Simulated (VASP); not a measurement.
# LaMnIn (P-6m2) in VASP: notebook

Runs on LaMnIn. Level: PBE. Tasks: single point.

Everything below comes from runs of VASP 6.6.1. Logs are shortened: lines on timing, memory, paths and dates and some standing lists are left out, and cuts for length are marked.

## Step 1: The cell of the first run

It takes space group P-6m2 (No. 187, hexagonal). The conventional cell has a = 4.593 Å, b = 4.593 Å, c = 4.097 Å, α = 90.00°, β = 90.00°, γ = 120.00°. Within 4.4 Å of La (site symmetry -6m2) lie 6 Mn at 3.35 Å and 6 In at 3.35 Å and 2 La at 4.10 Å. Within 3.5 Å of In (site symmetry -6m2) lie 3 Mn at 2.65 Å and 6 La at 3.35 Å. Within 3.5 Å of Mn (site symmetry -6m2) lie 3 In at 2.65 Å and 6 La at 3.35 Å.

## Step 2: Single point, PBE, collinear spin, ferromagnetic start

INCAR

```
PREC = Accurate ; ENCUT = 520
EDIFF = 1E-6 ; ISMEAR = -1
SIGMA = 0.05 ; LREAL = F
LASPH = T ; NELM = 150
ALGO = Normal ; ISIF = 2
LWAVE = F ; LCHARG = F
ISPIN = 2 ; MAGMOM = 0 0 6
LORBIT = 11 ; NUPDOWN = 6.0
LMAXMIX = 6 ; GGA = PE
NBANDS = 30
```

KPOINTS

```
regular mesh
0
Gamma
  6 6 6
```

POSCAR

```
LaMnIn
1.0
    4.5933407550      0.0000000000      0.0000000000
   -2.2966703775      3.9779497821      0.0000000000
    0.0000000000      0.0000000000      4.0965590000
La In Mn
1 1 1
Direct
    0.0000000000      0.0000000000      0.0000000000
    0.3333333333      0.6666666667      0.5000000000
    0.6666666667      0.3333333333      0.5000000000
```

Potentials or basis: VASP PAW PBE potentials, release 64 (La, In_d, Mn_pv).

The run is started by

```bash
> cat potpaw_PBE.64/La/POTCAR potpaw_PBE.64/In_d/POTCAR potpaw_PBE.64/Mn_pv/POTCAR > POTCAR
> mpirun -np 1 vasp_std > vasp.out
```

OUTCAR:

```text
PREC = Accurate
   ENCUT = 520
   EDIFF = 1E-6
   ISMEAR = -1
   LREAL = F
   LASPH = T
   NELM = 150
   ISIF = 2
   ISPIN = 2
   LORBIT = 11
   NUPDOWN = 6.0
   GGA = PE

 ion  position               nearest neighbor table
   1  0.000  0.000  0.000-   2 3.35   3 3.35   2 3.35   3 3.35   3 3.35   3 3.35   2 3.35   2 3.35
                             3 3.35   3 3.35   2 3.35   2 3.35
   2  0.333  0.667  0.500-   3 2.65   3 2.65   3 2.65   1 3.35   1 3.35   1 3.35   1 3.35   1 3.35
                             1 3.35
   3  0.667  0.333  0.500-   2 2.65   2 2.65   2 2.65   1 3.35   1 3.35   1 3.35   1 3.35   1 3.35
                             1 3.35

  LATTYP: Found a hexagonal cell.
 ALAT       =     4.5933407550
 C/A-ratio  =     0.8918473979

  Lattice vectors:

 A1 = (   4.5933407550,   0.0000000000,   0.0000000000)
 A2 = (  -2.2966703775,   3.9779497821,   0.0000000000)
 A3 = (   0.0000000000,   0.0000000000,   4.0965590000)

Analysis of symmetry for initial positions (statically):
=====================================================================
 Subroutine PRICEL returns:
 Original cell was already a primitive cell.

 Routine SETGRP: Setting up the symmetry group for a
 hexagonal supercell.

 Subroutine GETGRP returns: Found 12 space group operations
 (whereof 12 operations were pure point group operations)
 out of a pool of 24 trial point group operations.

The static configuration has the point symmetry D_3h.

Analysis of symmetry for dynamics (positions and initial velocities):
=====================================================================
 Subroutine PRICEL returns:
 Original cell was already a primitive cell.

 Routine SETGRP: Setting up the symmetry group for a
 hexagonal supercell.

 Subroutine GETGRP returns: Found 12 space group operations
 (whereof 12 operations were pure point group operations)
 out of a pool of 24 trial point group operations.

The dynamic configuration has the point symmetry D_3h.

Analysis of structural, dynamic, and magnetic symmetry:
=====================================================================
 Subroutine PRICEL returns:
 Original cell was already a primitive cell.

 Routine SETGRP: Setting up the symmetry group for a
 hexagonal supercell.

 Subroutine GETGRP returns: Found 12 space group operations
 (whereof 12 operations were pure point group operations)
 out of a pool of 24 trial point group operations.

The overall configuration has the point symmetry D_3h.

 Subroutine INISYM returns: Found 12 space group operations
 (whereof 12 operations are pure point group operations),
 and found     1 'primitive' translations

----------------------------------------------------------------------------------------

                                     Primitive cell

  volume of cell :      74.8526

  direct lattice vectors                    reciprocal lattice vectors
     4.593340755  0.000000000  0.000000000     0.217706470  0.125692889  0.000000000
    -2.296670377  3.977949782  0.000000000     0.000000000  0.251385778  0.000000000
     0.000000000  0.000000000  4.096559000     0.000000000  0.000000000  0.244107311

  length of vectors
     4.593340755  4.593340755  4.096559000     0.251385778  0.251385778  0.244107311

  position of ions in fractional coordinates (direct lattice)
     0.000000000  0.000000000  0.000000000
     0.333333333  0.666666667  0.500000000
     0.666666667  0.333333333  0.500000000

  ion indices of the primitive-cell ions
   primitive index   ion index
                 1           1
                 2           2
                 3           3

----------------------------------------------------------------------------------------

 KPOINTS: regular mesh

Automatic generation of k-mesh.
 Grid dimensions read from file:
 generate k-points for:    6    6    6

 Generating k-lattice:

  Cartesian coordinates                     Fractional coordinates (reciprocal lattice)
     0.036284412  0.020948815  0.000000000     0.166666667  0.000000000  0.000000000
     0.000000000  0.041897630  0.000000000     0.000000000  0.166666667  0.000000000
     0.000000000  0.000000000  0.040684552     0.000000000  0.000000000  0.166666667

  Length of vectors
     0.041897630  0.041897630  0.040684552

  Shift w.r.t. Gamma in fractional coordinates (k-lattice)
     0.000000000  0.000000000  0.000000000

 Subroutine IBZKPT returns following result:
 ===========================================

 Found     28 irreducible k-points:

 Following reciprocal coordinates:
            Coordinates               Weight
  0.000000  0.000000  0.000000      1.000000
  0.166667 -0.000000  0.000000      6.000000
  0.333333 -0.000000  0.000000      6.000000
  0.500000  0.000000  0.000000      3.000000
  0.166667  0.166667  0.000000      6.000000
  0.333333  0.166667  0.000000     12.000000
[... 16 lines left out ...]
  0.166667 -0.000000  0.500000      6.000000
  0.333333 -0.000000  0.500000      6.000000
 [... further k-points ...]
   k-points           NKPTS =     28   k-points in BZ     NKDIM =     28   number of bands    NBANDS=     30
   number of dos      NEDOS =    301   number of ions     NIONS =      3
   total plane-waves  NPLWV =  38880
   dimension x,y,z NGX =    36 NGY =   36 NGZ =   30
   dimension x,y,z NGXF=    72 NGYF=   72 NGZF=   60
   ions per type =               1   1   1
   NGX,Y,Z   is equivalent  to a cutoff of  13.03, 13.03, 12.17 a.u.
   NGXF,Y,Z  is equivalent  to a cutoff of  26.06, 26.06, 24.35 a.u.
 SYSTEM =  unknown system
   PREC   = accura    normal or accurate (medium, high low for compatibility)
   ISTART =      0    job   : 0-new  1-cont  2-samecut
   ICHARG =      2    charge: 1-file 2-atom 10-const
   ISPIN  =      2    spin polarized calculation?
   LNONCOLLINEAR =      F non collinear calculations
   LSORBIT =      F    spin-orbit coupling
   LASPH  =      T    aspherical Exc in radial PAW
   ENCUT  =  520.0 eV  38.22 Ry    6.18 a.u.   8.54  8.54  7.62*2*pi/ulx,y,z
   NELM   =    150;   NELMIN=  2; NELMDL= -5     # of ELM steps
   EDIFF  = 0.1E-05   stopping-criterion for ELM
   LREAL  =      F    real-space projection
   EDIFFG = 0.1E-04   stopping-criterion for IOM
   NSW    =      0    number of steps for IOM
   IBRION =     -1    ionic relax: 0-MD 1-quasi-New 2-CG
   NFREE  =      0    steps in history (QN), initial steepest desc. (CG)
   ISIF   =      2    stress and relaxation
   ISYM   =      2    0-nonsym 1-usesym 2-fastsym
   POTIM  = 0.5000    time-step for ionic-motion
   TEBEG  =    0.0;   TEEND  =   0.0 temperature during run
   PSTRESS=    0.0 pullay stress
   NELECT =      37.0000    total number of electrons
   NUPDOWN=       6.0000    fix difference up-down
   EMIN   =  10.00;   EMAX   =-10.00  energy-range for DOS
   EFERMI =   0.00;   METHOD = LEGACY
   ISMEAR =    -1;   SIGMA  =   0.05  broadening in eV -4-tet -1-fermi 0-gaus
   EFERMI_NEDOS =   21; number of points for ismear=-14 and -15
   IALGO  =     38    algorithm
   IMIX   =      4    mixing-type and parameters
     AMIX     =   0.40;   BMIX     =  1.00
     AMIX_MAG =   1.60;   BMIX_MAG =  1.00
  volume/ion in A,a.u.               =      24.95       168.38
  Fermi-wavevector in a.u.,A,eV,Ry     =   1.294413  2.446087 22.796645  1.675506
  Thomas-Fermi vector in A             =   2.425998
   LORBIT       =     11    0 simple, 1 ext, 2 COOP (PROOUT), +10 PAW based schemes
   GGA     = PE    functional components
   LHFCALC =     F    Hartree Fock is set to
   AEXX    =    0.0000 exact exchange contribution
   IVDW    =     0    specifies the selected vdW correction
   LEPSILON=     F    determine dielectric tensor
   LRPA    =     F    only Hartree local field effects (RPA)
 spin polarized calculation
  energy-cutoff  :      520.00
  volume of cell :       74.85
 maximum number of plane-waves:      2049
 NGX is ok and might be reduce to    36
   NGX = 17   NGY = 17   NGZ = 15

 number of electron      37.0000018 magnetization       6.0000007

 Free energy of the ion-electron system (eV)
  ---------------------------------------------------
  ext. energy  EPLUGINS =         0.00000000
  ---------------------------------------------------
  free energy    TOTEN  =       -15.77995006 eV

  energy without entropy =      -15.75327298  energy(sigma->0) =      -15.76661152

 E-fermi :   7.3657     XC(G=0): -10.4168

 val. band max:        8.5409066171   @ k =   0.3333  -0.0000   0.0000
 cond. band min:       7.3699476929   @ k =   0.3333  -0.0000   0.1667
 fundamental gap:     -1.1709589242
 Fermi energy:         8.5862373671

 spin component 1

 k-point     1 :       0.0000    0.0000    0.0000
  band No.  band energies     occupation
      1     -42.8179      1.00000
      2     -42.6041      1.00000
      3     -42.6041      1.00000
      4     -24.5409      1.00000
      5      -8.3220      1.00000
      6      -8.3220      1.00000
[... 781 lines left out ...]
     29      10.4187      0.00000
     30      11.0320      0.00000

 [... further k-points ...]

 spin component 2

 k-point     1 :       0.0000    0.0000    0.0000
  band No.  band energies     occupation
      1     -38.4528      1.00000
      2     -38.4528      1.00000
      3     -38.4507      1.00000
      4     -24.3268      1.00000
      5      -8.0223      1.00000
      6      -8.0223      1.00000
[... 781 lines left out ...]
     29      10.6144      0.00000
     30      11.7565      0.00000

 [... further k-points ...]

------------------------ aborting loop because EDIFF is reached ----------------------------------------

  FORCE on cell =-STRESS in cart. coord.  units (eV):
  Direction    XX          YY          ZZ          XY          YZ          ZX
  --------------------------------------------------------------------------------------
  -------------------------------------------------------------------------------------
  Total        4.8723868      4.8723868      2.1429312      0.0000000      0.0000000      0.0000000
  in kB      104.2905994    104.2905994     45.8681929      0.0000000      0.0000000      0.0000000
  external PRESSURE =      84.8164639 kB  Pullay stress =       0.0000000 kB

 VOLUME and BASIS-vectors are now :
 -----------------------------------------------------------------------------
  energy-cutoff  :      520.00
  volume of cell :       74.85
      direct lattice vectors                 reciprocal lattice vectors
     4.593340755  0.000000000  0.000000000     0.217706470  0.125692889  0.000000000
    -2.296670377  3.977949782  0.000000000     0.000000000  0.251385778  0.000000000
     0.000000000  0.000000000  4.096559000     0.000000000  0.000000000  0.244107311

 POSITION                                       TOTAL-FORCE (eV/Angst)
 -----------------------------------------------------------------------------------
      0.00000      0.00000      0.00000        -0.000000      0.000000      0.000000
     -0.00000      2.65197      2.04828         0.000000      0.000000      0.000000
      2.29667      1.32598      2.04828         0.000000     -0.000000      0.000000
 -----------------------------------------------------------------------------------
    total drift:                               -0.000000      0.000000     -0.000000

  FREE ENERGIE OF THE ION-ELECTRON SYSTEM (eV)
  ---------------------------------------------------
  free  energy   TOTEN  =       -15.7799500552 eV

  energy  without entropy=      -15.7532729837  energy(sigma->0) =      -15.76661152

 total charge

# of ion       s       p       d       f       tot
--------------------------------------------------
    1        2.026   5.624   0.802   0.108   8.560
    2        0.936   0.889   9.829   0.000  11.654
    3        0.358   6.243   4.870   0.000  11.471
--------------------------------------------------
tot          3.321  12.756  15.501   0.108  31.685

 magnetization (x)

# of ion       s       p       d       f       tot
--------------------------------------------------
    1        0.002   0.041   0.312   0.061   0.416
    2       -0.016   0.121   0.037   0.000   0.143
    3        0.055   0.143   3.921   0.000   4.118
--------------------------------------------------
tot          0.040   0.305   4.270   0.061   4.677
```

Wall time 83 s (1 thread of AMD EPYC 9R45 (Zen 5), shared host); peak memory 0.27 GiB.

What came out:

| Quantity | Value |
| --- | --- |
| Free energy | -15.7800 eV |
| Pressure | 8.5 GPa |
| Net moment | 6.00 μB per cell |
| Site moments | La +0.42; In +0.14; Mn +4.12 μB |
| Valence electrons inside the program's atomic spheres | La 8.56; In 11.65; Mn 11.47 |

Stress tensor (GPa, compression positive):
```
10.43  0.00  0.00
 0.00 10.43  0.00
 0.00  0.00  4.59
```

Caveat: the cell stands under pressure; spin-orbit coupling is left out, which moves the levels of the heavy elements; the total moment is fixed, so each spin has its own Fermi level.

## Step 3: Single point, PBE, collinear spin, ferromagnetic start

INCAR

```
PREC = Accurate
ENCUT = 520
EDIFF = 1E-6
ISMEAR = -1
SIGMA = 0.05
LREAL = False
LASPH = True
NELM = 150
ALGO = Normal
ISIF = 2
LWAVE = False
LCHARG = True
ISPIN = 2
MAGMOM = 0 0 8
LORBIT = 11
NUPDOWN = 8.0
LMAXMIX = 6
GGA = PE
LELF = True
LVHAR = True
NBANDS = 30
```

KPOINTS

```
Automatic mesh
0
Gamma
  6 6 6
```

POSCAR is that of step 2.

Potentials or basis: VASP PAW PBE potentials, release 64 (La, In_d, Mn_pv).

The run is started by

```bash
> cat potpaw_PBE.64/La/POTCAR potpaw_PBE.64/In_d/POTCAR potpaw_PBE.64/Mn_pv/POTCAR > POTCAR
> mpirun -np 1 vasp_std > vasp.out
```

Wall time 86 s (1 thread of AMD EPYC 9R45 (Zen 5), shared host); peak memory 0.27 GiB.

The run converged. Its results:

- Free energy: -13.6528 eV
- Pressure: 13.4 GPa
- Net moment: 8.00 μB per cell
- Site moments: La +0.90; In +0.36; Mn +4.48 μB
- Valence electrons inside the program's atomic spheres: La 8.68; In 11.64; Mn 11.43

Stress tensor (GPa, compression positive):
```
14.93  0.00  0.00
 0.00 14.93  0.00
 0.00  0.00 10.20
```

Caveat: the cell stands under pressure; spin-orbit coupling is left out, which moves the levels of the heavy elements; the total moment is fixed, so each spin has its own Fermi level.

(Part 1 of 2 ends here.)
